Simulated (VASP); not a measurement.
Set up this calculation in VASP 6.6.1, as the native input.

- Task: single point
- Functional: PBEsol
- Potentials or basis: VASP PAW PBE potentials, release 64 (Ti_sv, Al)
- Cutoff: 520 eV
- k mesh: 21 × 21 × 12
- Occupations: gaussian, width 0.15 eV
- Spin: collinear spin
- Starting moments: [0.75, 0.0] μB
- Fixed moment: 0.75 μB
- Dipole correction: no
- Further INCAR settings: ALGO = Fast; EDIFF = 1e-06; NBANDS = 18

The structure of TiAl lies in POSCAR:

```
TiAl
1.0
    2.7694960644      0.0000000000      0.0000000000
   -1.3847480322      2.3984539475      0.0000000000
    0.0000000000      0.0000000000      4.4925796926
Ti Al
1 1
Direct
    0.0000000000      0.0000000000      0.0000000000
    0.3333333333      0.6666666667      0.5000000000
```

These files were run (other wordings do the same):

INCAR

```
ALGO = Fast ; EDIFF = 1E-6
ENCUT = 520 ; GGA = PS
ISIF = 2 ; ISMEAR = 0
ISPIN = 2 ; LASPH = True
LCHARG = False ; LMAXMIX = 4
LORBIT = 11 ; LREAL = False
LWAVE = False ; MAGMOM = 0.75 0
NBANDS = 18 ; NELM = 150
NUPDOWN = 0.75 ; PREC = Accurate
SIGMA = 0.15
```

KPOINTS

```
k-points
0
Gamma
  21 21 12
```

Potentials or basis: VASP PAW PBE potentials, release 64 (Ti_sv, Al).

Launch:

```console
$ cat potpaw_PBE.64/Ti_sv/POTCAR potpaw_PBE.64/Al/POTCAR > POTCAR
$ mpirun -np 1 vasp_std > vasp.out
```

Results of the run:

```yaml
Pressure: 11.5 GPa
Net_moment: 0.75 μB per cell
Site_moments: Ti +0.45; Al +0.02 μB
Valence_electrons_inside_the_program's_atomic_spheres: Ti 10.40; Al 0.85
```

Caveat: the cell stands under pressure; the PAW data sets were made with another functional, which shifts forces and pressure a little; the total moment is fixed, so each spin has its own Fermi level.

Run time: 3.2 min on 1 thread of Intel(R) Xeon(R) 6975P-C (Granite Rapids), on a shared host, peak memory 0.38 GiB.
